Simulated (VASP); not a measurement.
Crystal: Mg3BeTe4.

```
CELL_PARAMETERS angstrom
6.32970 0.14472 0.03012
0.14472 6.46199 0.05816
0.03012 0.05816 6.32966
ATOMIC_POSITIONS crystal
Mg 0.49549 0.00741 0.50380
Mg 0.98604 0.50476 0.50528
Mg 0.49493 0.48102 0.99438
Be 0.00721 0.99813 0.00990
Te 0.22416 0.77443 0.77036
Te 0.77783 0.76875 0.22139
Te 0.78312 0.22687 0.77051
Te 0.23124 0.23863 0.22438
```

* Program: VASP 6.6.1
* Task: relaxation of cell and atoms
* Functional: PBE
* Potentials or basis: VASP PAW PBE potentials, release 64 (Mg, Be, Te)
* Cutoff: 600 eV
* k mesh: 2 × 2 × 2
* Occupations: gaussian, width 0.1 eV
* Spin: no spin polarisation

At the start: pressure -1.0 GPa; volume 32.34 Å³/atom.

Problem. How do energy, volume and symmetry change on relaxing?

Solution. Over 15 steps the energy falls by 26.1 meV/atom and the volume is 31.32 Å³/atom (-3.2 %); space group P1 (No. 1, to 0.1 Å) before, P-43m (No. 215, to 0.1 Å).

The path:
| step | energy change (eV) | largest force (eV/Å) | pressure (GPa) | volume (Å³) |
| --- | --- | --- | --- | --- |
| 1 | 0.0000 | 0.6331 | -0.96 | 258.74 |
| 2 | -0.1356 | 0.4340 | -0.11 | 251.51 |
| 3 | -0.1594 | 0.2937 | 0.52 | 247.38 |
| 4 | -0.1869 | 0.1603 | 0.08 | 250.03 |
| 5 | -0.1942 | 0.1251 | -0.27 | 252.35 |
| 6 | -0.2010 | 0.0757 | -0.02 | 250.65 |
| 7 | -0.2013 | 0.0867 | 0.04 | 250.27 |
| 8 | -0.2033 | 0.0572 | 0.03 | 250.37 |
| 9 | -0.2054 | 0.0692 | 0.00 | 250.61 |
| 10 | -0.2065 | 0.0441 | 0.00 | 250.60 |
| 11 | -0.2073 | 0.0401 | 0.00 | 250.60 |
| 12 | -0.2080 | 0.0293 | 0.00 | 250.61 |
| 13 | -0.2088 | 0.0371 | 0.00 | 250.65 |
| 14 | -0.2089 | 0.0255 | 0.00 | 250.63 |
| 15 | -0.2090 | 0.0088 | 0.01 | 250.59 |

Final structure:
```cif
data_structure
_symmetry_space_group_name_H-M 'P 1'
_symmetry_Int_Tables_number 1
_cell_length_a 6.3045
_cell_length_b 6.3045
_cell_length_c 6.3046
_cell_angle_alpha 89.991
_cell_angle_beta 90.010
_cell_angle_gamma 89.998
_cell_volume 250.59
loop_
_atom_site_label
_atom_site_type_symbol
_atom_site_fract_x
_atom_site_fract_y
_atom_site_fract_z
_atom_site_occupancy
Mg1 Mg 0.49999 0.99985 0.49988 1
Mg2 Mg 0.00037 0.50087 0.50015 1
Mg3 Mg 0.50004 0.49920 0.00032 1
Be1 Be 0.99979 0.00009 0.99979 1
Te1 Te 0.23033 0.77017 0.77052 1
Te2 Te 0.76986 0.77006 0.22962 1
Te3 Te 0.77022 0.23002 0.76958 1
Te4 Te 0.22939 0.22974 0.23014 1
```

Caveat: the k points lie up to 0.50 Å⁻¹ apart in the final cell.
